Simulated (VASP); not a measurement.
Set up this calculation in VASP 6.6.1, as the native input.

- Task: single point
- Functional: PBE
- Potentials or basis: VASP PAW PBE potentials, release 64 (Te, Pb_d, Se)
- Cutoff: 520 eV
- k mesh: 4 × 4 × 2
- Occupations: gaussian, width 0.1 eV
- Spin: no spin polarisation
- Dipole correction: no
- Further INCAR settings: ALGO = Normal; EDIFF = 1e-07; NBANDS = 50

The structure of TePb4Se3 lies in POSCAR:

```
TePb4Se3
1.0
    4.4716663339      0.0000000000      0.0000000000
    0.0000000000      4.4716663339      0.0000000000
    0.0000000000      0.0000000000     12.6338074899
Te Pb Se
1 4 3
Direct
    0.5000000000      0.5000000000      0.0000000000
    0.0000000000      0.0000000000      0.0000000000
    0.5000000000      0.5000000000      0.2578666328
    0.0000000000      0.0000000000      0.5000000000
    0.5000000000      0.5000000000      0.7421333672
    0.0000000000      0.0000000000      0.2524394756
    0.5000000000      0.5000000000      0.5000000000
    0.0000000000      0.0000000000      0.7475605244
```

These files were run (other wordings do the same):

INCAR

```
PREC = Accurate
ENCUT = 520
EDIFF = 1E-7
ISMEAR = 0
SIGMA = 0.1
LREAL = F
LASPH = T
NELM = 80
ALGO = Normal
ISIF = 2
LWAVE = F
LCHARG = T
GGA = PE
LELF = T
LVHAR = T
NBANDS = 50
```

KPOINTS

```
Automatic mesh
0
Gamma
  4 4 2
```

Potentials or basis: VASP PAW PBE potentials, release 64 (Te, Pb_d, Se).

The run is started by

```bash
$ cat potpaw_PBE.64/Te/POTCAR potpaw_PBE.64/Pb_d/POTCAR potpaw_PBE.64/Se/POTCAR > POTCAR
$ mpirun -np 1 vasp_std > vasp.out
```

Results of the run:

| Property | Result |
| --- | --- |
| Pressure | -0.1 GPa |
| Largest force | 0.018 eV/Å |
| Band gap on the k mesh | 0.28 eV |

Caveat: spin-orbit coupling is left out, which moves the levels of the heavy elements.

It took 5.4 min on 1 thread of Intel Xeon 8259CL, on a shared host, peak memory 0.42 GiB.
